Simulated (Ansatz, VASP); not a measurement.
## SiGe: VASP beside Ansatz

File INCAR:

```
SYSTEM = SiGe
ALGO = Normal
EDIFF = 1E-6
ENCUT = 520
GGA = CA
ISIF = 2
ISMEAR = 0
LASPH = .TRUE.
LCHARG = .TRUE.
LELF = .TRUE.
LREAL = .FALSE.
LVHAR = .TRUE.
LWAVE = .FALSE.
NBANDS = 26
NELM = 100
PREC = Accurate
SIGMA = 0.03
```

Contents of KPOINTS:

```
k-points
0
G
  12 12 6
  0 0 0
```

File POSCAR:

```
SiGe
1.0
    4.0559604211      0.0000000000      0.0000000000
   -2.0279802105      3.5125647614      0.0000000000
    0.0000000000      0.0000000000      5.5874910761
Si Ge
2 2
Direct
    0.6666666667      0.3333333333      0.8745031008
    0.3333333333      0.6666666667      0.3745031008
    0.6666666667      0.3333333333      0.5004958992
    0.3333333333      0.6666666667      0.0004958992
```

Input for Ansatz:

```yaml
crystal:
  lattice:
    - [4.0559604211, 0.0, 0.0]
    - [-2.0279802105, 3.5125647614, 0.0]
    - [0.0, 0.0, 5.5874910761]
  atoms:
    - { symbol: Si, position: [0.6666666667, 0.3333333333, 0.8745031008] }
    - { symbol: Si, position: [0.3333333333, 0.6666666667, 0.3745031008] }
    - { symbol: Ge, position: [0.6666666667, 0.3333333333, 0.5004958992] }
    - { symbol: Ge, position: [0.3333333333, 0.6666666667, 0.0004958992] }
basis:
  ecutwfc: 420
kpoints:
  mp_grid: { grid: [12, 12, 6] }
hamiltonian:
  xc: lda
  pseudopotentials: { kind: paw, azcp: { folder: soft_1 } }
scf:
  occupations: { method: gaussian, width: 0.03 }
output:
  forces: true
  stress: true
  eigenvalues: true
```

Alike in both runs: task single point; functional LDA; k mesh 12 × 12 × 6; occupations gaussian, width 0.03 eV; no spin polarisation.

|  | VASP | Ansatz |
| --- | --- | --- |
| version | VASP 6.6.1 | Ansatz 0.2.0 |
| potentials or method | VASP PAW LDA potentials, release 64 (Si, Ge_d), cutoff 520 eV | scalar-relativistic, plane waves, PAW |
| valence electrons in the cell | 36 | 36 |

VASP gave:

* gap on the k mesh at the Fermi level (eV): none
* pressure (GPa): 9.9
* traceless stress, the component that is largest in VASP (GPa): 35.90
* rms of the force components (eV/Å): 2.169

Which values does Ansatz return?

gap on the k mesh at the Fermi level (eV): none; pressure (GPa): 9.9; traceless stress, the component that is largest in VASP (GPa): 35.94; rms of the force components (eV/Å): 2.170.

Ansatz warns that its potentials were made for another functional, while VASP's fit it. LDA's correlation is that of Perdew and Zunger in VASP and of Perdew and Wang (1992) in Ansatz. Atom by atom the forces differ by 0.000 eV/Å (rms over components). A gap of «none» marks a metal or a gap that the smearing closes.
